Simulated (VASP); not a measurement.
Set up this calculation in VASP 6.6.1, as the native input.

| Property | Result |
| --- | --- |
| Task | single point |
| Functional | PBE |
| Potentials or basis | VASP PAW PBE potentials, release 64 (Si, Ge_d) |
| Cutoff | 520 eV |
| k mesh | 6 × 6 × 6 |
| Occupations | gaussian, width 0.02 eV |
| Spin | no spin polarisation |
| Dipole correction | no |
| Further INCAR settings | ALGO = Normal; EDIFF = 1e-07; NBANDS = 51 |

The structure of Si3Ge5 lies in POSCAR:

```
Si3Ge5
1.0
    5.6381314240      0.0000000000      0.0000000000
    0.0000000000      5.6381314240      0.0000000000
    0.0000000000      0.0000000000      5.6381314240
Si Ge
3 5
Direct
    0.0030428847      0.0030884261      0.0030884261
    0.0030428847      0.4969115739      0.4969115739
    0.2437638655      0.2500000000      0.2500000000
    0.4968455088      0.0031242956      0.4968757044
    0.4968455088      0.4968757044      0.0031242956
    0.2436562364      0.7500000000      0.7500000000
    0.7564015555      0.2500000000      0.7500000000
    0.7564015555      0.7500000000      0.2500000000
```

The input as run:

INCAR

```
SYSTEM = Si3Ge5
ALGO = Normal
EDIFF = 1E-7
ENCUT = 520
GGA = PE
ISIF = 2
ISMEAR = 0
LASPH = .TRUE.
LCHARG = .FALSE.
LREAL = .FALSE.
LWAVE = .FALSE.
NBANDS = 51
NELM = 80
PREC = Accurate
SIGMA = 0.02
```

KPOINTS

```
k-points
0
G
  6 6 6
  0 0 0
```

Potentials or basis: VASP PAW PBE potentials, release 64 (Si, Ge_d).

Command:

```bash
$ cat potpaw_PBE.64/Si/POTCAR potpaw_PBE.64/Ge_d/POTCAR > POTCAR
$ mpirun -np 1 vasp_std > vasp.out
```

It gave:

| Property | Result |
| --- | --- |
| Pressure | -0.1 GPa |
| Largest force | 0.010 eV/Å |
| Band gap on the k mesh | 0.22 eV (least direct gap 0.49 eV) |

It took 15 min on 1 thread of Intel Xeon 8259CL (shared host), peak memory 0.49 GiB.
